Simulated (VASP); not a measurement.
# Si4Ni2Cl in VASP: a series of runs

The runs below take Si4Ni2Cl through single point, with PBE+D3(BJ).

Everything below comes from runs of VASP 6.6.1. Logs are shortened: lines on timing, memory, paths and dates and some standing lists are left out, and cuts for length are marked.

**1. The cell of the first run**

The cell holds a slab with vacuum, 7 atoms: a = 3.805 Å, b = 3.805 Å, c = 21.958 Å, α = 90.00°, β = 90.00°, γ = 120.00°.

**2. Single point, PBE+D3(BJ)**

The input, INCAR:

```
ALGO     = Normal         # electronic algorithm
DIPOL    = 0.5 0.5 0.322
EDIFF    = 1E-7           # SCF threshold, eV
ENCUT    = 520            # plane-wave cutoff, eV
GGA      = PE             # functional
IDIPOL   = 3            
ISIF     = 2              # what is computed and relaxed
ISMEAR   = 0              # smearing method
IVDW     = 12             # dispersion correction
LASPH    = True           # aspherical terms in the spheres
LCHARG   = False          # write CHGCAR
LDIPOL   = True         
LREAL    = False          # projectors in reciprocal space
LWAVE    = False          # write WAVECAR
NBANDS   = 30             # bands
NELM     = 100            # most SCF steps
PREC     = Accurate       # precision mode
SIGMA    = 0.1            # smearing width, eV
```

The input, KPOINTS:

```
k-points
0
Gamma
  9 9 1
```

The input, POSCAR:

```
Si4Ni2Cl
1.0
    3.8050033500      0.0000000000      0.0000000000
   -1.9025016750      3.2952295626      0.0000000000
    0.0000000000      0.0000000000     21.9577179380
Si Ni Cl
4 2 1
Direct
    0.0000000000      0.0000000000      0.1821682932
    0.3333333333      0.6666666667      0.2529127174
    0.6666666667      0.3333333333      0.3239192436
    0.0000000000      0.0000000000      0.3897362177
    0.6666666667      0.3333333333      0.2175405053
    0.3333333333      0.6666666667      0.3579573843
    0.0000000000      0.1666666667      0.5309166449
```

Potentials or basis: VASP PAW PBE potentials, release 64 (Si, Ni, Cl).

The run is started by

```sh
$ cat potpaw_PBE.64/Si/POTCAR potpaw_PBE.64/Ni/POTCAR potpaw_PBE.64/Cl/POTCAR > POTCAR
$ mpirun -np 1 vasp_std > vasp.out
```

OUTCAR:

```text
EDIFF = 1E-7
   ENCUT = 520
   GGA = PE
   ISIF = 2
   ISMEAR = 0
   IVDW = 12
   LASPH = True
   LREAL = False
   NELM = 100
   PREC = Accurate
 IVDW          = 12

 ion  position               nearest neighbor table
   1  0.000  0.000  0.182-   5 2.33   5 2.33   5 2.33   2 2.69   2 2.69   2 2.69
   2  0.333  0.667  0.253-   6 2.31   5 2.33   5 2.33   5 2.33   1 2.69   1 2.69   1 2.69   3 2.69
                             3 2.69   3 2.69
   3  0.667  0.333  0.324-   6 2.32   6 2.32   6 2.32   5 2.34   4 2.63   4 2.63   4 2.63   2 2.69
                             2 2.69   2 2.69
   4  0.000  0.000  0.390-   6 2.30   6 2.30   6 2.30   3 2.63   3 2.63   3 2.63
   5  0.667  0.333  0.218-   2 2.33   1 2.33   2 2.33   1 2.33   1 2.33   2 2.33   3 2.34
   6  0.333  0.667  0.358-   4 2.30   4 2.30   4 2.30   2 2.31   3 2.32   3 2.32   3 2.32
   7  0.000  0.167  0.531-

  LATTYP: Found a hexagonal cell.
 ALAT       =     3.8050033500
 C/A-ratio  =     5.7707486481

  Lattice vectors:

 A1 = (   3.8050033500,   0.0000000000,   0.0000000000)
 A2 = (  -1.9025016750,   3.2952295626,   0.0000000000)
 A3 = (   0.0000000000,   0.0000000000,  21.9577179380)

Analysis of symmetry for initial positions (statically):
=====================================================================
 Subroutine PRICEL returns:
 Original cell was already a primitive cell.

 Routine SETGRP: Setting up the symmetry group for a
 hexagonal supercell.

 Subroutine GETGRP returns: Found  1 space group operations
 (whereof  1 operations were pure point group operations)
 out of a pool of 24 trial point group operations.

The static configuration has the point symmetry C_1 .

Analysis of symmetry for dynamics (positions and initial velocities):
=====================================================================
 Subroutine PRICEL returns:
 Original cell was already a primitive cell.

 Routine SETGRP: Setting up the symmetry group for a
 hexagonal supercell.

 Subroutine GETGRP returns: Found  1 space group operations
 (whereof  1 operations were pure point group operations)
 out of a pool of 24 trial point group operations.

The dynamic configuration has the point symmetry C_1 .

 Subroutine INISYM returns: Found  1 space group operations
 (whereof  1 operations are pure point group operations),
 and found     1 'primitive' translations

----------------------------------------------------------------------------------------

                                     Primitive cell

  volume of cell :     275.3138

  direct lattice vectors                    reciprocal lattice vectors
     3.805003350  0.000000000  0.000000000     0.262811858  0.151734497  0.000000000
    -1.902501675  3.295229563  0.000000000     0.000000000  0.303468994  0.000000000
     0.000000000  0.000000000 21.957717938     0.000000000  0.000000000  0.045542073

  length of vectors
     3.805003350  3.805003350 21.957717938     0.303468994  0.303468994  0.045542073

  position of ions in fractional coordinates (direct lattice)
     0.000000000  0.000000000  0.182168293
     0.333333333  0.666666667  0.252912717
     0.666666667  0.333333333  0.323919244
     0.000000000  0.000000000  0.389736218
     0.666666667  0.333333333  0.217540505
     0.333333333  0.666666667  0.357957384
     0.000000000  0.166666667  0.530916645

  ion indices of the primitive-cell ions
   primitive index   ion index
                 1           1
                 2           2
                 3           3
                 4           4
                 5           5
                 6           6
                 7           7

----------------------------------------------------------------------------------------

 KPOINTS: k-points

Automatic generation of k-mesh.
 Grid dimensions read from file:
 generate k-points for:    9    9    1

 Generating k-lattice:

  Cartesian coordinates                     Fractional coordinates (reciprocal lattice)
     0.029201318  0.016859389  0.000000000     0.111111111  0.000000000  0.000000000
     0.000000000  0.033718777  0.000000000     0.000000000  0.111111111  0.000000000
     0.000000000  0.000000000  0.045542073     0.000000000  0.000000000  1.000000000

  Length of vectors
     0.033718777  0.033718777  0.045542073

  Shift w.r.t. Gamma in fractional coordinates (k-lattice)
     0.000000000  0.000000000  0.000000000

 Subroutine IBZKPT returns following result:
 ===========================================

 Found     41 irreducible k-points:

 Following reciprocal coordinates:
            Coordinates               Weight
  0.000000  0.000000  0.000000      1.000000
  0.111111  0.000000  0.000000      2.000000
  0.000000  0.111111  0.000000      2.000000
 -0.111111  0.111111  0.000000      2.000000
  0.222222 -0.000000  0.000000      2.000000
  0.000000  0.222222  0.000000      2.000000
[... 16 lines left out ...]
  0.333333  0.111111  0.000000      2.000000
 -0.111111  0.444444  0.000000      2.000000
 [... further k-points ...]
   k-points           NKPTS =     41   k-points in BZ     NKDIM =     41   number of bands    NBANDS=     30
   number of dos      NEDOS =    301   number of ions     NIONS =      7
   total plane-waves  NPLWV = 131712
   dimension x,y,z NGX =    28 NGY =   28 NGZ =  168
   dimension x,y,z NGXF=    56 NGYF=   56 NGZF=  336
   ions per type =               4   2   1
   NGX,Y,Z   is equivalent  to a cutoff of  12.23, 12.23, 12.72 a.u.
   NGXF,Y,Z  is equivalent  to a cutoff of  24.47, 24.47, 25.44 a.u.
 SYSTEM =  unknown system
   PREC   = accura    normal or accurate (medium, high low for compatibility)
   ISTART =      0    job   : 0-new  1-cont  2-samecut
   ICHARG =      2    charge: 1-file 2-atom 10-const
   ISPIN  =      1    spin polarized calculation?
   LNONCOLLINEAR =      F non collinear calculations
   LSORBIT =      F    spin-orbit coupling
   LASPH  =      T    aspherical Exc in radial PAW
   ENCUT  =  520.0 eV  38.22 Ry    6.18 a.u.   7.07  7.07 40.83*2*pi/ulx,y,z
   NELM   =    100;   NELMIN=  2; NELMDL= -5     # of ELM steps
   EDIFF  = 0.1E-06   stopping-criterion for ELM
   LREAL  =      F    real-space projection
   EDIFFG = 0.1E-05   stopping-criterion for IOM
   NSW    =      0    number of steps for IOM
   IBRION =     -1    ionic relax: 0-MD 1-quasi-New 2-CG
   NFREE  =      0    steps in history (QN), initial steepest desc. (CG)
   ISIF   =      2    stress and relaxation
   ISYM   =      2    0-nonsym 1-usesym 2-fastsym
   POTIM  = 0.5000    time-step for ionic-motion
   TEBEG  =    0.0;   TEEND  =   0.0 temperature during run
   PSTRESS=    0.0 pullay stress
   NELECT =      43.0000    total number of electrons
   NUPDOWN=      -1.0000    fix difference up-down
   EMIN   =  10.00;   EMAX   =-10.00  energy-range for DOS
   EFERMI =   0.00;   METHOD = LEGACY
   ISMEAR =     0;   SIGMA  =   0.10  broadening in eV -4-tet -1-fermi 0-gaus
   EFERMI_NEDOS =   21; number of points for ismear=-14 and -15
   IALGO  =     38    algorithm
   IMIX   =      4    mixing-type and parameters
     AMIX     =   0.40;   BMIX     =  1.00
     AMIX_MAG =   1.60;   BMIX_MAG =  1.00
  volume/ion in A,a.u.               =      39.33       265.42
  Fermi-wavevector in a.u.,A,eV,Ry     =   0.881634  1.666047 10.575517  0.777279
  Thomas-Fermi vector in A             =   2.002157
   LORBIT       =      0    0 simple, 1 ext, 2 COOP (PROOUT), +10 PAW based schemes
   GGA     = PE    functional components
   LHFCALC =     F    Hartree Fock is set to
   AEXX    =    0.0000 exact exchange contribution
   IVDW    =    12    specifies the selected vdW correction
   LEPSILON=     F    determine dielectric tensor
   LRPA    =     F    only Hartree local field effects (RPA)
 non-spin polarized calculation
 Gauss-broadening in eV      SIGMA  =   0.10
  energy-cutoff  :      520.00
  volume of cell :      275.31
 maximum number of plane-waves:      7453
   NGX = 15   NGY = 15   NGZ = 81

 dipolmoment           0.000000      0.000000     -0.009879 electrons x Angstroem

 number of electron      43.0000007 magnetization

 dipolmoment           0.000000      0.000000      0.250227 electrons x Angstroem

 Free energy of the ion-electron system (eV)
  ---------------------------------------------------
  ext. energy  EPLUGINS =         0.00000000
  ---------------------------------------------------
  free energy    TOTEN  =       -34.50048033 eV

  energy without entropy =      -34.47721724  energy(sigma->0) =      -34.48884878

 E-fermi :  -0.9812     XC(G=0):  -5.0319

 val. band max:       -0.9926008386   @ k =  -0.1111   0.2222   0.0000
 cond. band min:      -0.9738794032   @ k =  -0.2222   0.2222   0.0000
 fundamental gap:      0.0187214355
 Fermi energy:        -0.9812328738

 k-point     1 :       0.0000    0.0000    0.0000
  band No.  band energies     occupation
      1     -13.9086      2.00000
      2     -13.7440      2.00000
      3     -11.8832      2.00000
      4      -8.4669      2.00000
      5      -5.6080      2.00000
      6      -5.6054      2.00000
[... 22 lines left out ...]
     29       2.0074      0.00000
     30       3.0230      0.00000

 k-point     2 :       0.1111    0.0000    0.0000
  band No.  band energies     occupation
      1     -13.7778      2.00000
      2     -13.6870      2.00000
      3     -11.7218      2.00000
      4      -8.3873      2.00000
      5      -6.0690      2.00000
      6      -5.5804      2.00000
[... 22 lines left out ...]
     29       3.1732      0.00000
     30       3.2562      0.00000

 k-point     3 :       0.0000    0.1111    0.0000
  band No.  band energies     occupation
      1     -13.7776      2.00000
      2     -13.6870      2.00000
      3     -11.7218      2.00000
      4      -8.3874      2.00000
      5      -6.0675      2.00000
      6      -5.5818      2.00000
[... 22 lines left out ...]
     29       3.1726      0.00000
     30       3.2562      0.00000

 k-point     4 :      -0.1111    0.1111    0.0000
  band No.  band energies     occupation
      1     -13.7776      2.00000
      2     -13.6870      2.00000
      3     -11.7219      2.00000
      4      -8.3874      2.00000
      5      -6.0696      2.00000
      6      -5.5797      2.00000
[... 22 lines left out ...]
     29       3.1739      0.00000
     30       3.2548      0.00000

 k-point     5 :       0.2222   -0.0000    0.0000
  band No.  band energies     occupation
      1     -13.6717      2.00000
      2     -13.2454      2.00000
      3     -11.2471      2.00000
      4      -8.2335      2.00000
      5      -6.9672      2.00000
      6      -5.9482      2.00000
[... 22 lines left out ...]
     29       3.7170      0.00000
     30       4.0493      0.00000
[... 526 lines left out ...]
     29       3.9954      0.00000
     30       4.2927      0.00000

 k-point    22 :       0.3333   -0.1111    0.0000
  band No.  band energies     occupation
      1     -13.6180      2.00000
      2     -12.7737      2.00000
      3     -10.7904      2.00000
      4      -8.2521      2.00000
      5      -7.5239      2.00000
      6      -6.2962      2.00000
[... 22 lines left out ...]
     29       4.0037      0.00000
     30       4.2872      0.00000

 k-point    23 :       0.3333    0.1111    0.0000
  band No.  band energies     occupation
      1     -13.5527      2.00000
      2     -11.8599      2.00000
      3      -9.9997      2.00000
      4      -9.1642      2.00000
      5      -7.9785      2.00000
      6      -6.6449      2.00000
[... 22 lines left out ...]
     29       4.4486      0.00000
     30       4.8496      0.00000

 k-point    24 :      -0.1111    0.4444    0.0000
  band No.  band energies     occupation
      1     -13.5519      2.00000
      2     -11.8601      2.00000
      3      -9.9995      2.00000
      4      -9.1647      2.00000
      5      -7.9784      2.00000
      6      -6.6453      2.00000
[... 22 lines left out ...]
     29       4.4453      0.00000
     30       4.8468      0.00000

 [... further k-points ...]

------------------------ aborting loop because EDIFF is reached ----------------------------------------

 vacuum level on the upper side and lower side of the slab       (xc-potential included)         1.731        -1.789

 Edisp (eV)   -2.00592

 E8    (eV) :    -0.8651

  FORCE on cell =-STRESS in cart. coord.  units (eV):
  Direction    XX          YY          ZZ          XY          YZ          ZX
  --------------------------------------------------------------------------------------
  -------------------------------------------------------------------------------------
  Total      -3.09202    -2.92798    -4.21629     0.13636    -0.79817     0.41468
  in kB     -17.99387   -17.03924   -24.53655     0.79353    -4.64494     2.41323
  external pressure =      -19.86 kB  Pullay stress =        0.00 kB

 VOLUME and BASIS-vectors are now :
 -----------------------------------------------------------------------------
  energy-cutoff  :      520.00
  volume of cell :      275.31
      direct lattice vectors                 reciprocal lattice vectors
     3.805003350  0.000000000  0.000000000     0.262811858  0.151734497  0.000000000
    -1.902501675  3.295229563  0.000000000     0.000000000  0.303468994  0.000000000
     0.000000000  0.000000000 21.957717938     0.000000000  0.000000000  0.045542073

 POSITION                                       TOTAL-FORCE (eV/Angst)
 -----------------------------------------------------------------------------------
      0.00000      0.00000      4.00000        -0.006610      0.010287      0.620661
     -0.00000      2.19682      5.55339        -0.007110      0.021036     -0.466867
      1.90250      1.09841      7.11253         0.012428     -0.025995      0.228399
      0.00000      0.00000      8.55772        -0.121718      0.188224      1.649625
      1.90250      1.09841      4.77669         0.004526     -0.005534     -0.292785
     -0.00000      2.19682      7.85993        -0.008167      0.043158     -0.483948
     -0.31708      0.54920     11.65772         0.126650     -0.231175     -1.255085
 -----------------------------------------------------------------------------------
    total drift:                                0.000062     -0.000067      0.001027

  FREE ENERGIE OF THE ION-ELECTRON SYSTEM (eV)
  ---------------------------------------------------
  free  energy   TOTEN  =       -36.5064046013 eV

  energy  without entropy=      -36.4831415150  energy(sigma->0) =      -36.49477306

 vacuum level on the upper side and lower side of the slab         7.131         3.523
```

Wall time 7.5 min (1 thread of Intel Xeon 6975P-C (Granite Rapids), shared host); peak memory 0.56 GiB.

What came out:

| Item | Value |
| --- | --- |
| Free energy | -36.5064 eV |
| Largest force | 1.665 eV/Å |
| Band gap on the k mesh | zero (an odd number of electrons rules out a gap without spin polarisation) |
| Dispersion energy per atom | -0.287 eV |

Forces on the atoms (eV/Å):
```
Si  -0.007  0.010  0.621
Si  -0.007  0.021 -0.467
Si   0.012 -0.026  0.228
Si  -0.122  0.188  1.650
Ni   0.005 -0.006 -0.293
Ni  -0.008  0.043 -0.484
Cl   0.127 -0.231 -1.255
```

Levels at points of the mesh, in eV from the Fermi level:
| k point | band 18 | band 19 | band 20 | band 21 | band 22 | band 23 | band 24 | band 25 | band 26 | band 27 |
| --- | --- | --- | --- | --- | --- | --- | --- | --- | --- | --- |
| (0.00, 0.00, 0.00) | 0.12 | 0.16 | 0.19 | 1.43 | 1.83 | 1.86 | 1.87 | 2.42 | 2.75 | 2.75 |

Caveat: an odd number of electrons without spin polarisation forces a metal; a magnetic or distorted state may lie lower.

**3. Single point, PBE+D3(BJ)**

The input, INCAR:

```
  PREC = Accurate
  ENCUT = 520
  EDIFF = 1E-6
  ISMEAR = 0
  SIGMA = 0.1
  LREAL = False
  LASPH = True
  NELM = 100
  ALGO = Normal
  ISIF = 2
  LWAVE = False
  LCHARG = True
  LDIPOL = True
  IDIPOL = 3
  DIPOL = 0.5 0.5 0.322
  GGA = PE
  IVDW = 12
  LELF = True
  LVHAR = True
  LVACPOTAV = True
  NBANDS = 30
```

The input, KPOINTS:

```
Automatic mesh
0
Gamma
  9 9 1
```

POSCAR: that of step 2 with these lines changed.

```diff
@@ -14,2 +14,2 @@
     0.3333333333      0.6666666667      0.3579573843
-    0.0000000000      0.1666666667      0.5309166449
+    0.1666666667      0.6666666667      0.5309166449
```

Potentials or basis: VASP PAW PBE potentials, release 64 (Si, Ni, Cl).

The run is started by

```sh
$ cat potpaw_PBE.64/Si/POTCAR potpaw_PBE.64/Ni/POTCAR potpaw_PBE.64/Cl/POTCAR > POTCAR
$ mpirun -np 1 vasp_std > vasp.out
```

Run time: 7.4 min. Hardware: 1 thread of Intel Xeon 6975P-C (Granite Rapids), shared host; peak memory 0.54 GiB.

The run converged. Its results:

- Free energy: -36.1920 eV
- Largest force: 0.918 eV/Å
- Band gap on the k mesh: zero (an odd number of electrons rules out a gap without spin polarisation)
- Dispersion energy per atom: -0.287 eV

Forces on the atoms (eV/Å):
```
Si   0.014 -0.009  0.645
Si   0.033 -0.002 -0.489
Si  -0.032  0.008  0.166
Si   0.106 -0.090  0.908
Ni  -0.004  0.007 -0.248
Ni   0.068 -0.004 -0.245
Cl  -0.186  0.090 -0.737
```

Levels at points of the mesh, in eV from the Fermi level:
| k point | band 18 | band 19 | band 20 | band 21 | band 22 | band 23 | band 24 | band 25 | band 26 | band 27 |
| --- | --- | --- | --- | --- | --- | --- | --- | --- | --- | --- |
| (0.00, 0.00, 0.00) | 0.06 | 0.18 | 0.19 | 1.31 | 1.74 | 1.80 | 1.80 | 2.37 | 2.69 | 2.69 |

Caveat: an odd number of electrons without spin polarisation forces a metal; a magnetic or distorted state may lie lower. Spin polarisation is off, so any magnetic state and its effect on volume and gap are missing.

The gap in the log of VASP goes by the Fermi energy; the results here count the filled bands.